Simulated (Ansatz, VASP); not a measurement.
**One calculation of Au, two programs**

```
Au
1.0
     2.90000    0.00000    0.00000
    -1.45000    2.51147    0.00000
     0.00000    0.00000    4.88000
Au
2
Direct
  0.66667 0.33333 0.25000
  0.33333 0.66667 0.75000
```

Alike in both runs: task single point; functional PBE0; k mesh 5 × 5 × 3; occupations fermi-dirac, width 0.05 eV; non-collinear spin, spin-orbit coupling.

```csv
,VASP,Ansatz
version,VASP 6.6.1,Ansatz 0.2.0
potentials or method,"VASP PAW PBE potentials, release 64 (Au)",Ansatz PAW
plane-wave cutoff (eV),520,420
valence electrons in the cell,22,38
```

```csv
,VASP,Ansatz,Ansatz less VASP
pressure (GPa),-3.0,-3.1,-0.16
"traceless stress, the component that is largest in VASP (GPa)",-1.12,-1.06,+0.059
net moment per atom (μB),0.00,0.00,0.000
```

VASP's potentials hold 22 valence electrons a cell and Ansatz's 38, so a difference there can come from the potentials and not from the codes.

The k mesh is coarse, so the values compare programs but aren't converged.
